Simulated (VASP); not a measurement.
# Ba4Er (Im-3m) in VASP: single point with PBE

Aim: the single point of Ba4Er with PBE.

Program: VASP 6.6.1. These are calculated values, not measurements. Logs are shortened: lines on timing, memory, paths and dates and some standing lists are left out, and cuts for length are marked.

## 1. The cell of the first run

It takes space group Im-3m (No. 229, cubic). The conventional cell has a = 8.632 Å, b = 8.632 Å, c = 8.632 Å, α = 90.00°, β = 90.00°, γ = 90.00°. Within 4.9 Å of Ba (site symmetry -3m) lie 2 Er at 3.74 Å and 6 Ba at 4.32 Å. Er (site symmetry m-3m) has 8 Ba at 3.74 Å within 4.9 Å.

The cell was generated, and may not be a known phase.

## 2. Single point, PBE

File INCAR:

```
PREC     = Accurate       # precision mode
ENCUT    = 500            # plane-wave cutoff, eV
EDIFF    = 1E-6           # SCF threshold, eV
ISMEAR   = 0              # smearing method
SIGMA    = 0.1            # smearing width, eV
LREAL    = False          # projectors in reciprocal space
LASPH    = True           # aspherical terms in the spheres
NELM     = 200            # most SCF steps
ALGO     = Normal         # electronic algorithm
ISIF     = 2              # what is computed and relaxed
LWAVE    = False          # write WAVECAR
LCHARG   = False          # write CHGCAR
GGA      = PE             # functional
NBANDS   = 32             # bands
GGA_COMPAT= False        
LMAXMIX  = 6              # l up to which the mixer works
```

File KPOINTS:

```
Automatic mesh
0
Gamma
  6 6 6
```

File POSCAR:

```
Ba4Er
1.0
   -4.3160809670      4.3160809670      4.3160809670
    4.3160809670     -4.3160809670      4.3160809670
    4.3160809670      4.3160809670     -4.3160809670
Ba Er
4 1
Direct
    0.4999894971      0.4999894971      0.4999894971
    0.5000105029      0.0000000000      0.0000000000
    0.0000000000      0.0000000000      0.5000105029
    0.0000000000      0.5000105029      0.0000000000
    0.0000000000      0.0000000000      0.0000000000
```

Potentials or basis: VASP PAW PBE potentials, release 64 (Ba_sv, Er_3), 4f in core.

Run with:

```bash
$ cat potpaw_PBE.64/Ba_sv/POTCAR potpaw_PBE.64/Er_3/POTCAR > POTCAR
$ mpirun -np 1 vasp_std > vasp.out
```

OUTCAR:

```text
PREC = Accurate
   ENCUT = 500
   EDIFF = 1E-6
   ISMEAR = 0
   LREAL = False
   LASPH = True
   NELM = 200
   ISIF = 2
   GGA = PE

 ion  position               nearest neighbor table
   1  0.500  0.500  0.500-   5 3.74   5 3.74   3 4.32   3 4.32   2 4.32   4 4.32   4 4.32   2 4.32

   2  0.500  0.000  0.000-   5 3.74   5 3.74   4 4.32   4 4.32   1 4.32   3 4.32   1 4.32   3 4.32

   3  0.000  0.000  0.500-   5 3.74   5 3.74   1 4.32   1 4.32   2 4.32   4 4.32   2 4.32   4 4.32

   4  0.000  0.500  0.000-   5 3.74   5 3.74   2 4.32   2 4.32   1 4.32   3 4.32   3 4.32   1 4.32

   5  0.000  0.000  0.000-   1 3.74   2 3.74   3 3.74   4 3.74   4 3.74   3 3.74   2 3.74   1 3.74

  LATTYP: Found a body centered cubic cell.
 ALAT       =     8.6321619340

  Lattice vectors:

 A1 = (  -4.3160809670,   4.3160809670,   4.3160809670)
 A2 = (   4.3160809670,  -4.3160809670,   4.3160809670)
 A3 = (   4.3160809670,   4.3160809670,  -4.3160809670)

Analysis of symmetry for initial positions (statically):
=====================================================================
 Subroutine PRICEL returns:
 Original cell was already a primitive cell.

 Routine SETGRP: Setting up the symmetry group for a
 body centered cubic supercell.

 Subroutine GETGRP returns: Found 24 space group operations
 (whereof 24 operations were pure point group operations)
 out of a pool of 48 trial point group operations.

The static configuration has the point symmetry T_d .

Analysis of symmetry for dynamics (positions and initial velocities):
=====================================================================
 Subroutine PRICEL returns:
 Original cell was already a primitive cell.

 Routine SETGRP: Setting up the symmetry group for a
 body centered cubic supercell.

 Subroutine GETGRP returns: Found 24 space group operations
 (whereof 24 operations were pure point group operations)
 out of a pool of 48 trial point group operations.

The dynamic configuration has the point symmetry T_d .

 Subroutine INISYM returns: Found 24 space group operations
 (whereof 24 operations are pure point group operations),
 and found     1 'primitive' translations

----------------------------------------------------------------------------------------

                                     Primitive cell

  volume of cell :     321.6094

  direct lattice vectors                    reciprocal lattice vectors
    -4.316080967  4.316080967  4.316080967     0.000000000  0.115845834  0.115845834
     4.316080967 -4.316080967  4.316080967     0.115845834  0.000000000  0.115845834
     4.316080967  4.316080967 -4.316080967     0.115845834  0.115845834  0.000000000

  length of vectors
     7.475671524  7.475671524  7.475671524     0.163830750  0.163830750  0.163830750

  position of ions in fractional coordinates (direct lattice)
     0.499989497  0.499989497  0.499989497
     0.500010503  0.000000000  0.000000000
     0.000000000  0.000000000  0.500010503
     0.000000000  0.500010503  0.000000000
     0.000000000  0.000000000  0.000000000

  ion indices of the primitive-cell ions
   primitive index   ion index
                 1           1
                 2           2
                 3           3
                 4           4
                 5           5

----------------------------------------------------------------------------------------

 KPOINTS: Automatic mesh

Automatic generation of k-mesh.
 Grid dimensions read from file:
 generate k-points for:    6    6    6

 Generating k-lattice:

  Cartesian coordinates                     Fractional coordinates (reciprocal lattice)
     0.000000000  0.019307639  0.019307639     0.166666667  0.000000000  0.000000000
     0.019307639  0.000000000  0.019307639     0.000000000  0.166666667  0.000000000
     0.019307639  0.019307639  0.000000000     0.000000000  0.000000000  0.166666667

  Length of vectors
     0.027305125  0.027305125  0.027305125

  Shift w.r.t. Gamma in fractional coordinates (k-lattice)
     0.000000000  0.000000000  0.000000000

 Subroutine IBZKPT returns following result:
 ===========================================

 Found     16 irreducible k-points:

 Following reciprocal coordinates:
            Coordinates               Weight
  0.000000  0.000000  0.000000      1.000000
  0.166667  0.000000  0.000000     12.000000
  0.333333  0.000000  0.000000     12.000000
  0.500000  0.000000  0.000000      6.000000
  0.166667  0.166667  0.000000     24.000000
  0.333333  0.166667  0.000000     48.000000
[... 8 lines left out ...]
  0.500000  0.500000  0.333333     12.000000
  0.500000  0.500000  0.500000      1.000000
   k-points           NKPTS =     16   k-points in BZ     NKDIM =     16   number of bands    NBANDS=     32
   number of dos      NEDOS =    301   number of ions     NIONS =      5
   total plane-waves  NPLWV = 175616
   dimension x,y,z NGX =    56 NGY =   56 NGZ =   56
   dimension x,y,z NGXF=   112 NGYF=  112 NGZF=  112
   ions per type =               4   1
   NGX,Y,Z   is equivalent  to a cutoff of  12.45, 12.45, 12.45 a.u.
   NGXF,Y,Z  is equivalent  to a cutoff of  24.91, 24.91, 24.91 a.u.
 SYSTEM =  unknown system
   PREC   = accura    normal or accurate (medium, high low for compatibility)
   ISTART =      0    job   : 0-new  1-cont  2-samecut
   ICHARG =      2    charge: 1-file 2-atom 10-const
   ISPIN  =      1    spin polarized calculation?
   LNONCOLLINEAR =      F non collinear calculations
   LSORBIT =      F    spin-orbit coupling
   LASPH  =      T    aspherical Exc in radial PAW
   ENCUT  =  500.0 eV  36.75 Ry    6.06 a.u.  13.63 13.63 13.63*2*pi/ulx,y,z
   NELM   =    200;   NELMIN=  2; NELMDL= -5     # of ELM steps
   EDIFF  = 0.1E-05   stopping-criterion for ELM
   LREAL  =      F    real-space projection
   EDIFFG = 0.1E-04   stopping-criterion for IOM
   NSW    =      0    number of steps for IOM
   IBRION =     -1    ionic relax: 0-MD 1-quasi-New 2-CG
   NFREE  =      0    steps in history (QN), initial steepest desc. (CG)
   ISIF   =      2    stress and relaxation
   ISYM   =      2    0-nonsym 1-usesym 2-fastsym
   POTIM  = 0.5000    time-step for ionic-motion
   TEBEG  =    0.0;   TEEND  =   0.0 temperature during run
   PSTRESS=    0.0 pullay stress
   NELECT =      49.0000    total number of electrons
   NUPDOWN=      -1.0000    fix difference up-down
   EMIN   =  10.00;   EMAX   =-10.00  energy-range for DOS
   EFERMI =   0.00;   METHOD = LEGACY
   ISMEAR =     0;   SIGMA  =   0.10  broadening in eV -4-tet -1-fermi 0-gaus
   EFERMI_NEDOS =   21; number of points for ismear=-14 and -15
   IALGO  =     38    algorithm
   IMIX   =      4    mixing-type and parameters
     AMIX     =   0.40;   BMIX     =  1.00
     AMIX_MAG =   1.60;   BMIX_MAG =  1.00
  volume/ion in A,a.u.               =      64.32       434.07
  Fermi-wavevector in a.u.,A,eV,Ry     =   0.874374  1.652327 10.402063  0.764530
  Thomas-Fermi vector in A             =   1.993896
   LORBIT       =      0    0 simple, 1 ext, 2 COOP (PROOUT), +10 PAW based schemes
   GGA     = PE    functional components
   LHFCALC =     F    Hartree Fock is set to
   AEXX    =    0.0000 exact exchange contribution
   IVDW    =     0    specifies the selected vdW correction
   LEPSILON=     F    determine dielectric tensor
   LRPA    =     F    only Hartree local field effects (RPA)
 non-spin polarized calculation
 Gauss-broadening in eV      SIGMA  =   0.10
  energy-cutoff  :      500.00
  volume of cell :      321.61
 maximum number of plane-waves:      8210
 NGX is ok and might be reduce to    56
   NGX = 27   NGY = 27   NGZ = 27

 number of electron      48.9999995 magnetization

 Free energy of the ion-electron system (eV)
  ---------------------------------------------------
  ext. energy  EPLUGINS =         0.00000000
  ---------------------------------------------------
  free energy    TOTEN  =        -9.78031279 eV

  energy without entropy =       -9.72845072  energy(sigma->0) =       -9.75438176

 E-fermi :   1.2026     XC(G=0):  -7.1832

 val. band max:        1.1943776732   @ k =   0.5000   0.5000   0.3333
 cond. band min:       1.2186277658   @ k =   0.3333   0.1667   0.1667
 fundamental gap:      0.0242500926
 Fermi energy:         1.2026430524

 k-point     1 :       0.0000    0.0000    0.0000
  band No.  band energies     occupation
      1     -27.6902      2.00000
      2     -27.6488      2.00000
      3     -27.6488      2.00000
      4     -27.6488      2.00000
      5     -24.2027      2.00000
      6     -24.2027      2.00000
[... 24 lines left out ...]
     31       2.8542      0.00000
     32       3.1808      0.00000

 k-point     2 :       0.1667    0.0000    0.0000
  band No.  band energies     occupation
      1     -27.6876      2.00000
      2     -27.6517      2.00000
      3     -27.6490      2.00000
      4     -27.6488      2.00000
      5     -24.2027      2.00000
      6     -24.2023      2.00000
[... 24 lines left out ...]
     31       2.8522      0.00000
     32       2.8752      0.00000

 k-point     3 :       0.3333    0.0000    0.0000
  band No.  band energies     occupation
      1     -27.6803      2.00000
      2     -27.6595      2.00000
      3     -27.6493      2.00000
      4     -27.6489      2.00000
      5     -24.2027      2.00000
      6     -24.2014      2.00000
[... 24 lines left out ...]
     31       2.4155      0.00000
     32       2.4310      0.00000

 k-point     4 :       0.5000    0.0000    0.0000
  band No.  band energies     occupation
      1     -27.6706      2.00000
      2     -27.6695      2.00000
      3     -27.6495      2.00000
      4     -27.6490      2.00000
      5     -24.2027      2.00000
      6     -24.2010      2.00000
[... 374 lines left out ...]
     31       2.1469      0.00000
     32       2.1926      0.00000

 k-point    15 :       0.5000    0.5000    0.3333
  band No.  band energies     occupation
      1     -27.6705      2.00000
      2     -27.6702      2.00000
      3     -27.6676      2.00000
      4     -27.6314      2.00000
      5     -24.2001      2.00000
      6     -24.1997      2.00000
[... 24 lines left out ...]
     31       2.0715      0.00000
     32       2.4485      0.00000

 k-point    16 :       0.5000    0.5000    0.5000
  band No.  band energies     occupation
      1     -27.6705      2.00000
      2     -27.6705      2.00000
      3     -27.6705      2.00000
      4     -27.6287      2.00000
      5     -24.1993      2.00000
      6     -24.1993      2.00000
[... 24 lines left out ...]
     31       2.0279      0.00000
     32       2.7741      0.00000

------------------------ aborting loop because EDIFF is reached ----------------------------------------

  FORCE on cell =-STRESS in cart. coord.  units (eV):
  Direction    XX          YY          ZZ          XY          YZ          ZX
  --------------------------------------------------------------------------------------
  -------------------------------------------------------------------------------------
  Total        0.1815891      0.1815891      0.1815891     -0.0000000      0.0000000      0.0000000
  in kB        0.9046312      0.9046312      0.9046312     -0.0000000      0.0000000      0.0000000
  external PRESSURE =       0.9046312 kB  Pullay stress =       0.0000000 kB

 VOLUME and BASIS-vectors are now :
 -----------------------------------------------------------------------------
  energy-cutoff  :      500.00
  volume of cell :      321.61
      direct lattice vectors                 reciprocal lattice vectors
    -4.316080967  4.316080967  4.316080967     0.000000000  0.115845834  0.115845834
     4.316080967 -4.316080967  4.316080967     0.115845834  0.000000000  0.115845834
     4.316080967  4.316080967 -4.316080967     0.115845834  0.115845834  0.000000000

 POSITION                                       TOTAL-FORCE (eV/Angst)
 -----------------------------------------------------------------------------------
      2.15800      2.15800      2.15800         0.000056      0.000056      0.000056
     -2.15809      2.15809      2.15809         0.000056     -0.000056     -0.000056
      2.15809      2.15809     -2.15809        -0.000056     -0.000056      0.000056
      2.15809     -2.15809      2.15809        -0.000056      0.000056     -0.000056
      0.00000      0.00000      0.00000        -0.000000      0.000000      0.000000
 -----------------------------------------------------------------------------------
    total drift:                                0.000000      0.000000      0.000000

  FREE ENERGIE OF THE ION-ELECTRON SYSTEM (eV)
  ---------------------------------------------------
  free  energy   TOTEN  =        -9.7803127942 eV

  energy  without entropy=       -9.7284507178  energy(sigma->0) =       -9.75438176
```

Wall time 2.1 min (1 thread of AMD EPYC 9R45 (Zen 5), shared host); peak memory 0.46 GiB.

Results:

| Item | Value |
| --- | --- |
| Free energy | -9.7803 eV |
| Pressure | 0.1 GPa |
| Band gap on the k mesh | zero (an odd number of electrons rules out a gap without spin polarisation) |

Caveat: spin-orbit coupling is left out, which moves the levels of the heavy elements; the 4f electrons are frozen in the core, so they carry no moment and show no levels. Spin polarisation is off, so any magnetic state and its effect on volume and gap are missing.

The gap in the log of VASP goes by the Fermi energy; the results here count the filled bands.